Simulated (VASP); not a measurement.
Runs of VASP 6.6.1 on PtWC3. The structure is that of space group Pm-3m (No. 221), or close to it. The cells are those of the table. The cell was generated, and may not be a known phase.

```tsv
task	cell	k mesh	cutoff (eV)	gap on the mesh (eV)	pressure (GPa)	relaxed volume (Å³/atom)
single point	a = 3.875 Å, 5 atoms	4 × 4 × 4	600	none	9.6	-
relaxation of cell and atoms	relaxed from a = 3.927 Å, 5 atoms	10 × 10 × 10	600	none	0.0	12.14
single point	a = 3.930 Å, 5 atoms	10 × 10 × 10	520	none	0.1	-
single point	a = 3.927 Å, 5 atoms	4 × 4 × 4	600	none	0.0	-
relaxation of cell and atoms	relaxed from a = 3.875 Å, 5 atoms	4 × 4 × 4	600	none	-0.1	(a)
```

Alike in all rows: level PBE; potentials or basis VASP PAW PBE potentials, release 64 (Pt, W_sv, C); no spin polarisation; smearing gaussian 0.1 eV.

Estimate the missing entries.

(a) 12.12.

Caveats: some runs use coarse meshes; spin-orbit coupling is left out, which moves the levels of the heavy elements.

A k mesh can miss the band edges, and the runs leave out spin-orbit coupling on Pt, W.

A gap of «none» marks levels without a gap at the run's occupations.
